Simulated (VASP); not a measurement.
Set up this calculation in VASP 6.6.1, as the native input.

| Quantity | Value |
| --- | --- |
| Task | single point |
| Functional | PBEsol |
| Potentials or basis | VASP PAW PBE potentials, release 64 (Mg) |
| Cutoff | 520 eV |
| k mesh | 10 × 10 × 10 |
| Occupations | gaussian, width 0.1 eV |
| Spin | no spin polarisation |
| Dipole correction | no |
| Further INCAR settings | ALGO = Normal; EDIFF = 1e-06; NBANDS = 7 |

The structure of Mg lies in POSCAR:

```
Mg
1.0
   -1.4817794663      1.4817794663      1.4817794663
    1.4817794663     -1.4817794663      1.4817794663
    1.4817794663      1.4817794663     -1.4817794663
Mg
1
Direct
    0.0000000000      0.0000000000      0.0000000000
```

The input as run:

INCAR

```
SYSTEM = Mg
PREC = Accurate ; ENCUT = 520
EDIFF = 1E-6 ; ISMEAR = 0
SIGMA = 0.1 ; LREAL = .False.
LASPH = .True. ; NELM = 60
ALGO = Normal ; ISIF = 2
LWAVE = .False. ; LCHARG = .False.
GGA = PS ; NBANDS = 7
```

KPOINTS

```
Automatic mesh
0
Gamma
  10 10 10
  0 0 0
```

Potentials or basis: VASP PAW PBE potentials, release 64 (Mg).

Launch:

```sh
$ cat potpaw_PBE.64/Mg/POTCAR > POTCAR
$ mpirun -np 1 vasp_std > vasp.out
```

Results of the run:

```
Pressure               : 59.1 GPa
Band gap on the k mesh : zero (band 1 reaches 10.32 eV, above the bottom of band 2 at 5.48 eV)
```

Caveat: the PAW data sets were made with another functional, which shifts forces and pressure a little.

Wall time 3.7 s on 1 thread of Intel(R) Xeon(R) Platinum 8259CL CPU @ 2.50GHz (Skylake/Cascade Lake), on a shared host, peak memory 0.12 GiB.
